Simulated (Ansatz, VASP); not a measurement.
One calculation of Ge, two programs

```
Ge
1.0
     1.50535   -2.60618    0.00000
     1.50535    2.60618    0.00000
     0.00000    0.00000    2.52577
Ge
1
Direct
  0.50000 0.50000 0.00000
```

Alike in both runs: functional PBE; k mesh 8 × 8 × 4; occupations gaussian, width 0.1 eV; no spin polarisation.

Ansatz relaxed the structure, and its values are those at the end. VASP's run is a single point on that final structure, the one shown.

```csv
,VASP,Ansatz
version,VASP 6.6.1,Ansatz 0.2.0
potentials or method,"VASP PAW PBE potentials, release 64 (Ge_d), cutoff 520 eV","scalar-relativistic, plane waves, PAW"
valence electrons in the cell,14,14
```

Ansatz gave:

```
gap on the k mesh at the Fermi level (eV) : none
pressure (GPa)                            : 0.1
```

Q: Which values does VASP return?

A: gap on the k mesh at the Fermi level (eV): none; pressure (GPa): -0.1.

A gap of «none» marks a metal or a gap that the smearing closes.

The k mesh is coarse, so the values compare programs but aren't converged.
